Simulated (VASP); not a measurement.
# NaI in VASP: a series of runs

Runs on NaI. Level: PBE. Tasks: single point.

Program: VASP 6.6.1. These are calculated values, not measurements. Logs are shortened: lines on timing, memory, paths and dates and some standing lists are left out, and cuts for length are marked.

### Step 1. The cell of the first run

It takes space group Fm-3m (No. 225, cubic). Conventional cell: a = 6.570 Å, b = 6.570 Å, c = 6.570 Å, α = 90.00°, β = 90.00°, γ = 90.00°. Na (site symmetry m-3m) has 6 I at 3.28 Å within 4.3 Å. I (site symmetry m-3m) has 6 Na at 3.28 Å within 4.3 Å.

### Step 2. Single point, PBE (strain +0.015 along x and y, +0.015 along z)

Input file INCAR:

```
PREC = Accurate
ENCUT = 520
EDIFF = 1E-7
ISMEAR = 0
SIGMA = 0.05
LREAL = False
LASPH = True
NELM = 100
ALGO = Normal
ISIF = 2
LWAVE = False
LCHARG = False
GGA = PE
NBANDS = 14
```

Input file KPOINTS:

```
Automatic mesh
0
Gamma
  6 6 6
```

Input file POSCAR:

```
NaI
1.0
    0.0000000000      3.2849460000      3.2849460000
    3.2849460000      0.0000000000      3.2849460000
    3.2849460000      3.2849460000      0.0000000000
Na I
1 1
Direct
    0.0000000000      0.0000000000      0.0000000000
    0.5000000000      0.5000000000      0.5000000000
```

Potentials or basis: VASP PAW PBE potentials, release 64 (Na_pv, I).

Command:

```
$ cat potpaw_PBE.64/Na_pv/POTCAR potpaw_PBE.64/I/POTCAR > POTCAR
$ mpirun -np 1 vasp_std > vasp.out
```

OUTCAR:

```text
PREC = Accurate
   ENCUT = 520
   EDIFF = 1E-7
   ISMEAR = 0
   LREAL = False
   LASPH = True
   NELM = 100
   ISIF = 2
   GGA = PE

 ion  position               nearest neighbor table
   1  0.000  0.000  0.000-
   2  0.500  0.500  0.500-

  LATTYP: Found a face centered cubic cell.
 ALAT       =     6.5698920000

  Lattice vectors:

 A1 = (   0.0000000000,   3.2849460000,   3.2849460000)
 A2 = (   3.2849460000,   0.0000000000,   3.2849460000)
 A3 = (   3.2849460000,   3.2849460000,   0.0000000000)

Analysis of symmetry for initial positions (statically):
=====================================================================
 Subroutine PRICEL returns:
 Original cell was already a primitive cell.

 Routine SETGRP: Setting up the symmetry group for a
 face centered cubic supercell.

 Subroutine GETGRP returns: Found 48 space group operations
 (whereof 48 operations were pure point group operations)
 out of a pool of 48 trial point group operations.

The static configuration has the point symmetry O_h .

Analysis of symmetry for dynamics (positions and initial velocities):
=====================================================================
 Subroutine PRICEL returns:
 Original cell was already a primitive cell.

 Routine SETGRP: Setting up the symmetry group for a
 face centered cubic supercell.

 Subroutine GETGRP returns: Found 48 space group operations
 (whereof 48 operations were pure point group operations)
 out of a pool of 48 trial point group operations.

The dynamic configuration has the point symmetry O_h .

 Subroutine INISYM returns: Found 48 space group operations
 (whereof 48 operations are pure point group operations),
 and found     1 'primitive' translations

----------------------------------------------------------------------------------------

                                     Primitive cell

  volume of cell :      70.8949

  direct lattice vectors                    reciprocal lattice vectors
     0.000000000  3.284946000  3.284946000    -0.152209504  0.152209504  0.152209504
     3.284946000  0.000000000  3.284946000     0.152209504 -0.152209504  0.152209504
     3.284946000  3.284946000  0.000000000     0.152209504  0.152209504 -0.152209504

  length of vectors
     4.645615185  4.645615185  4.645615185     0.263634594  0.263634594  0.263634594

  position of ions in fractional coordinates (direct lattice)
     0.000000000  0.000000000  0.000000000
     0.500000000  0.500000000  0.500000000

  ion indices of the primitive-cell ions
   primitive index   ion index
                 1           1
                 2           2

----------------------------------------------------------------------------------------

 KPOINTS: Automatic mesh

Automatic generation of k-mesh.
 Grid dimensions read from file:
 generate k-points for:    6    6    6

 Generating k-lattice:

  Cartesian coordinates                     Fractional coordinates (reciprocal lattice)
    -0.025368251  0.025368251  0.025368251     0.166666667  0.000000000  0.000000000
     0.025368251 -0.025368251  0.025368251     0.000000000  0.166666667  0.000000000
     0.025368251  0.025368251 -0.025368251     0.000000000  0.000000000  0.166666667

  Length of vectors
     0.043939099  0.043939099  0.043939099

  Shift w.r.t. Gamma in fractional coordinates (k-lattice)
     0.000000000  0.000000000  0.000000000

 Subroutine IBZKPT returns following result:
 ===========================================

 Found     16 irreducible k-points:

 Following reciprocal coordinates:
            Coordinates               Weight
  0.000000  0.000000  0.000000      1.000000
  0.166667  0.000000  0.000000      8.000000
  0.333333  0.000000  0.000000      8.000000
  0.500000  0.000000  0.000000      4.000000
  0.166667  0.166667  0.000000      6.000000
  0.333333  0.166667  0.000000     24.000000
[... 8 lines left out ...]
 -0.333333  0.333333  0.166667     24.000000
 -0.333333  0.500000  0.166667     12.000000
   k-points           NKPTS =     16   k-points in BZ     NKDIM =     16   number of bands    NBANDS=     14
   number of dos      NEDOS =    301   number of ions     NIONS =      2
   total plane-waves  NPLWV =  46656
   dimension x,y,z NGX =    36 NGY =   36 NGZ =   36
   dimension x,y,z NGXF=    72 NGYF=   72 NGZF=   72
   ions per type =               1   1
   NGX,Y,Z   is equivalent  to a cutoff of  12.88, 12.88, 12.88 a.u.
   NGXF,Y,Z  is equivalent  to a cutoff of  25.77, 25.77, 25.77 a.u.
 SYSTEM =  unknown system
   PREC   = accura    normal or accurate (medium, high low for compatibility)
   ISTART =      0    job   : 0-new  1-cont  2-samecut
   ICHARG =      2    charge: 1-file 2-atom 10-const
   ISPIN  =      1    spin polarized calculation?
   LNONCOLLINEAR =      F non collinear calculations
   LSORBIT =      F    spin-orbit coupling
   LASPH  =      T    aspherical Exc in radial PAW
   ENCUT  =  520.0 eV  38.22 Ry    6.18 a.u.   8.64  8.64  8.64*2*pi/ulx,y,z
   NELM   =    100;   NELMIN=  2; NELMDL= -5     # of ELM steps
   EDIFF  = 0.1E-06   stopping-criterion for ELM
   LREAL  =      F    real-space projection
   EDIFFG = 0.1E-05   stopping-criterion for IOM
   NSW    =      0    number of steps for IOM
   IBRION =     -1    ionic relax: 0-MD 1-quasi-New 2-CG
   NFREE  =      0    steps in history (QN), initial steepest desc. (CG)
   ISIF   =      2    stress and relaxation
   ISYM   =      2    0-nonsym 1-usesym 2-fastsym
   POTIM  = 0.5000    time-step for ionic-motion
   TEBEG  =    0.0;   TEEND  =   0.0 temperature during run
   PSTRESS=    0.0 pullay stress
   NELECT =      14.0000    total number of electrons
   NUPDOWN=      -1.0000    fix difference up-down
   EMIN   =  10.00;   EMAX   =-10.00  energy-range for DOS
   EFERMI =   0.00;   METHOD = LEGACY
   ISMEAR =     0;   SIGMA  =   0.05  broadening in eV -4-tet -1-fermi 0-gaus
   EFERMI_NEDOS =   21; number of points for ismear=-14 and -15
   IALGO  =     38    algorithm
   IMIX   =      4    mixing-type and parameters
     AMIX     =   0.40;   BMIX     =  1.00
     AMIX_MAG =   1.60;   BMIX_MAG =  1.00
  volume/ion in A,a.u.               =      35.45       239.21
  Fermi-wavevector in a.u.,A,eV,Ry     =   0.953336  1.801544 12.365646  0.908849
  Thomas-Fermi vector in A             =   2.081982
   LORBIT       =      0    0 simple, 1 ext, 2 COOP (PROOUT), +10 PAW based schemes
   GGA     = PE    functional components
   LHFCALC =     F    Hartree Fock is set to
   AEXX    =    0.0000 exact exchange contribution
   IVDW    =     0    specifies the selected vdW correction
   LEPSILON=     F    determine dielectric tensor
   LRPA    =     F    only Hartree local field effects (RPA)
 non-spin polarized calculation
 Gauss-broadening in eV      SIGMA  =   0.05
  energy-cutoff  :      520.00
  volume of cell :       70.89
 maximum number of plane-waves:      1932
 NGX is ok and might be reduce to    36
   NGX = 17   NGY = 17   NGZ = 17

 number of electron      13.9999999 magnetization

 Free energy of the ion-electron system (eV)
  ---------------------------------------------------
  ext. energy  EPLUGINS =         0.00000000
  ---------------------------------------------------
  free energy    TOTEN  =        -5.38646994 eV

  energy without entropy =       -5.38646994  energy(sigma->0) =       -5.38646994

 E-fermi :   0.7925     XC(G=0):  -7.5261

 val. band max:        0.5057027467   @ k =   0.0000   0.0000   0.0000
 cond. band min:       4.0320642702   @ k =   0.0000   0.0000   0.0000
 fundamental gap:      3.5263615235
 Fermi energy:         0.7925470301

 k-point     1 :       0.0000    0.0000    0.0000
  band No.  band energies     occupation
      1     -21.9912      2.00000
      2     -21.9912      2.00000
      3     -21.9912      2.00000
      4     -10.4024      2.00000
      5       0.5057      2.00000
      6       0.5057      2.00000
      7       0.5057      2.00000
      8       4.0321      0.00000
      9       8.4315      0.00000
     10       8.4315      0.00000
     11       8.4315      0.00000
     12      10.1779      0.00000
     13      10.1779      0.00000
     14      10.9054      0.00000

 k-point     2 :       0.1667    0.0000    0.0000
  band No.  band energies     occupation
      1     -21.9923      2.00000
      2     -21.9913      2.00000
      3     -21.9913      2.00000
      4     -10.3376      2.00000
      5      -0.1750      2.00000
      6       0.4378      2.00000
      7       0.4378      2.00000
      8       4.8176      0.00000
      9       7.9327      0.00000
     10       8.5998      0.00000
     11       8.5998      0.00000
     12       9.6694      0.00000
     13       9.6694      0.00000
     14      11.1528      0.00000

 k-point     3 :       0.3333    0.0000    0.0000
  band No.  band energies     occupation
      1     -21.9943      2.00000
      2     -21.9915      2.00000
      3     -21.9915      2.00000
      4     -10.2011      2.00000
      5      -1.1322      2.00000
      6       0.3105      2.00000
      7       0.3105      2.00000
      8       5.5492      0.00000
      9       8.1629      0.00000
     10       8.1629      0.00000
     11       8.2888      0.00000
     12      10.5214      0.00000
     13      10.6889      0.00000
     14      10.6889      0.00000
[... 188 lines left out ...]
 k-point    15 :      -0.3333    0.3333    0.1667
  band No.  band energies     occupation
      1     -21.9942      2.00000
      2     -21.9930      2.00000
      3     -21.9922      2.00000
      4     -10.0731      2.00000
      5      -1.0834      2.00000
      6      -0.5711      2.00000
      7      -0.0858      2.00000
      8       6.4339      0.00000
      9       7.0884      0.00000
     10       8.2729      0.00000
     11       8.8948      0.00000
     12      10.7960      0.00000
     13      12.0244      0.00000
     14      13.2120      0.00000

 k-point    16 :      -0.3333    0.5000    0.1667
  band No.  band energies     occupation
      1     -21.9939      2.00000
      2     -21.9930      2.00000
      3     -21.9927      2.00000
      4     -10.0556      2.00000
      5      -1.0356      2.00000
      6      -0.5103      2.00000
      7      -0.3111      2.00000
      8       5.7817      0.00000
      9       7.0162      0.00000
     10       8.9260      0.00000
     11       8.9864      0.00000
     12      11.8529      0.00000
     13      12.7320      0.00000
     14      12.8775      0.00000

------------------------ aborting loop because EDIFF is reached ----------------------------------------

  FORCE on cell =-STRESS in cart. coord.  units (eV):
  Direction    XX          YY          ZZ          XY          YZ          ZX
  --------------------------------------------------------------------------------------
  -------------------------------------------------------------------------------------
  Total       -0.1152320     -0.1152320     -0.1152320      0.0000000     -0.0000000      0.0000000
  in kB       -2.6041679     -2.6041679     -2.6041679      0.0000000     -0.0000000      0.0000000
  external PRESSURE =      -2.6041679 kB  Pullay stress =       0.0000000 kB

 VOLUME and BASIS-vectors are now :
 -----------------------------------------------------------------------------
  energy-cutoff  :      520.00
  volume of cell :       70.89
      direct lattice vectors                 reciprocal lattice vectors
     0.000000000  3.284946000  3.284946000    -0.152209504  0.152209504  0.152209504
     3.284946000  0.000000000  3.284946000     0.152209504 -0.152209504  0.152209504
     3.284946000  3.284946000  0.000000000     0.152209504  0.152209504 -0.152209504

 POSITION                                       TOTAL-FORCE (eV/Angst)
 -----------------------------------------------------------------------------------
      0.00000      0.00000      0.00000        -0.000000     -0.000000      0.000000
      3.28495      3.28495      3.28495         0.000000      0.000000     -0.000000
 -----------------------------------------------------------------------------------
    total drift:                                0.000000      0.000000      0.000000

  FREE ENERGIE OF THE ION-ELECTRON SYSTEM (eV)
  ---------------------------------------------------
  free  energy   TOTEN  =        -5.3864699435 eV

  energy  without entropy=       -5.3864699435  energy(sigma->0) =       -5.38646994
```

Run time: 37 s. Hardware: 1 thread of AMD EPYC 7R13, shared host; peak memory 0.18 GiB.

Results:

```
Free energy            : -5.3865 eV
Pressure               : -0.3 GPa
Band gap on the k mesh : 3.53 eV
```

Levels at points of the mesh, in eV from the valence-band top:
| k point | band 4 | band 5 | band 6 | band 7 | band 8 | band 9 | band 10 | band 11 |
| --- | --- | --- | --- | --- | --- | --- | --- | --- |
| (0.00, 0.00, 0.00) | -10.91 | 0.00 | 0.00 | 0.00 | 3.53 | 7.93 | 7.93 | 7.93 |
| (0.50, 0.00, 0.00) | -10.63 | -2.03 | -0.26 | -0.26 | 5.08 | 7.40 | 7.40 | 8.40 |
| (0.50, 0.50, 0.00) | -10.57 | -1.76 | -0.69 | -0.69 | 4.46 | 5.63 | 9.59 | 11.03 |

Caveat: the cell differs from its parent crystal (strain +0.015 along x and y, +0.015 along z); spin-orbit coupling is left out, which moves the levels of the heavy elements.

(Continued in part 2 of 2.)
